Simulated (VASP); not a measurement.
Here is a VASP 6.6.1 calculation.

INCAR

```
SYSTEM = Te2Mo
ALGO = Normal
EDIFF = 1E-7
ENCUT = 520
GGA = CA
ISIF = 2
ISMEAR = 0
LASPH = .TRUE.
LCHARG = .FALSE.
LREAL = .FALSE.
LWAVE = .FALSE.
NBANDS = 20
NELM = 100
PREC = Accurate
SIGMA = 0.05
```

File KPOINTS:

```
k-points
0
G
  12 12 2
  0 0 0
```

File POSCAR:

```
Te2Mo
1.0
    3.7953895053     -0.0937382392     -0.0279740826
   -1.9788744491      3.1575192225      0.0346451287
   -0.1376930856      0.1174128844     17.0636431915
Te Mo
2 1
Direct
    0.3295575544      0.6521527722      0.8981621821
    0.3418463875      0.6676301821      0.0997759607
   -0.0047372752      0.0135503791      0.0020618572
```

Potentials or basis: VASP PAW LDA potentials, release 64 (Te, Mo_sv).

The run is started by

```sh
$ cat potpaw_LDA.64/Te/POTCAR potpaw_LDA.64/Mo_sv/POTCAR > POTCAR
$ mpirun -np 1 vasp_std > vasp.out
```

Task: Predict the largest force.

Result: 1.783 eV/Å.

Task: Predict the band gap on the k mesh.

Result: 0.68 eV, indirect (least direct gap 0.75 eV).

Forces on the atoms (eV/Å):
```
Te  -0.469  0.800  0.257
Te  -0.536  0.368  0.640
Mo   1.006 -1.168 -0.897
```

Caveat: the cell differs from its parent crystal (atoms moved at random and the cell strained at random); spin-orbit coupling is left out, which moves the levels of the heavy elements.
